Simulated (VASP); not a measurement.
Wanted: the native input for a VASP 6.6.1 run.

```
Task                   : single point
Functional             : PBEsol
Potentials or basis    : VASP PAW PBE potentials, release 64 (Si, C)
Cutoff                 : 520 eV
k mesh                 : 10 × 10 × 10
Occupations            : gaussian, width 0.01 eV
Spin                   : no spin polarisation
Dipole correction      : no
Further INCAR settings : ALGO = Normal; EDIFF = 1e-06; NBANDS = 11
```

The structure of SiC lies in POSCAR:

```
SiC
1.0
    0.0000000000      2.1675198112      2.1675198112
    2.1675198112      0.0000000000      2.1675198112
    2.1675198112      2.1675198112      0.0000000000
Si C
1 1
Direct
    0.0000000000      0.0000000000      0.0000000000
    0.7500000000      0.7500000000      0.7500000000
```

One way to write it, as run:

INCAR

```
SYSTEM = SiC
  PREC = Accurate
  ENCUT = 520
  EDIFF = 1E-6
  ISMEAR = 0
  SIGMA = 0.01
  LREAL = .False.
  LASPH = .True.
  NELM = 80
  ALGO = Normal
  ISIF = 2
  LWAVE = .False.
  LCHARG = .True.
  GGA = PS
  LELF = .True.
  LVHAR = .True.
  NBANDS = 11
```

KPOINTS

```
regular mesh
0
Gamma
  10 10 10
  0 0 0
```

Potentials or basis: VASP PAW PBE potentials, release 64 (Si, C).

Launch:

```sh
$ cat potpaw_PBE.64/Si/POTCAR potpaw_PBE.64/C/POTCAR > POTCAR
$ mpirun -np 1 vasp_std > vasp.out
```

Results of the run:

```json
{
  "Pressure": "3.8 GPa",
  "Band gap on the k mesh": "1.22 eV, indirect (least direct gap 4.46 eV)"
}
```

Caveat: the PAW data sets were made with another functional, which shifts forces and pressure a little.

It took 4.8 s on 1 thread of Intel(R) Xeon(R) Platinum 8488C (Sapphire Rapids), with other jobs on the host, peak memory 0.14 GiB.
